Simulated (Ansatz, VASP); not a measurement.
One calculation of SnSe, two programs

```
Sn Se
1.0
     4.18990    0.00000    0.00000
     0.00000    4.18990    0.00000
     0.00000    0.00000   11.14432
Sn Se
2 2
Direct
  0.50000 0.00000 0.37816
  0.00000 0.50000 0.62184
  0.50000 0.00000 0.62178
  0.00000 0.50000 0.37822
```

Change from the starting cell: strain +0.000 along x and y, +0.015 along z, atoms carried along.

Alike in both runs: task single point; functional LDA; k mesh 6 × 6 × 4; occupations gaussian, width 0.05 eV; no spin polarisation.

|  | VASP | Ansatz |
| --- | --- | --- |
| version | VASP 6.6.1 | Ansatz 0.2.0 |
| potentials or method | VASP PAW LDA potentials, release 64 (Sn_d, Se), cutoff 520 eV | scalar-relativistic, plane waves, PAW |
| valence electrons in the cell | 40 | 60 |

```tsv
	VASP	Ansatz	Ansatz less VASP
gap on the k mesh at the Fermi level (eV)	1.45	1.47	+0.016
least direct gap on the mesh (eV)	1.51	1.51	-0.001
rms of the force components (eV/Å)	0.096	0.107	+0.0118
```

LDA's correlation is that of Perdew and Zunger in VASP and of Perdew and Wang (1992) in Ansatz. Atom by atom the forces differ by 0.012 eV/Å (rms over components). VASP's potentials hold 40 valence electrons a cell and Ansatz's 60, so a difference there can come from the potentials and not from the codes.
